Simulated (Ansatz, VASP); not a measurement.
**Two plane-wave programs on BN**

```xyz
4
Lattice="2.5009 0.0000 0.0000 -1.2505 2.1659 0.0000 0.0000 0.0000 6.7368" Properties=species:S:1:pos:R:3 pbc="T T T"
B     0.0000    1.4439    1.6842
B     1.2505    0.7220    5.0526
N     0.0000    1.4439    5.0526
N     1.2505    0.7220    1.6842
```

Change from the starting cell: strain along c alone, the other axes held, atoms relaxed: -2.0 %.

Alike in both runs: task single point; functional r2SCAN; k mesh 12 × 12 × 4; occupations gaussian, width 0.02 eV; no spin polarisation.

|  | VASP | Ansatz |
| --- | --- | --- |
| version | VASP 6.6.1 | Ansatz 0.2.0 |
| potentials or method | VASP PAW PBE potentials, release 64 (B, N), cutoff 520 eV | scalar-relativistic, plane waves, PAW |
| valence electrons in the cell | 16 | 16 |

VASP gave:

| Quantity | Value |
| --- | --- |
| gap on the k mesh at the Fermi level (eV) | 4.90 |
| least direct gap on the mesh (eV) | 5.37 |
| pressure (GPa) | 0.6 |
| traceless stress, the component that is largest in VASP (GPa) | -0.32 |

Problem. What did Ansatz give for the same quantities?

Solution. gap on the k mesh at the Fermi level (eV): 4.86; least direct gap on the mesh (eV): 5.31; pressure (GPa): 0.2; traceless stress, the component that is largest in VASP (GPa): 0.35.

VASP's potentials were made for PBE, not for r2SCAN.
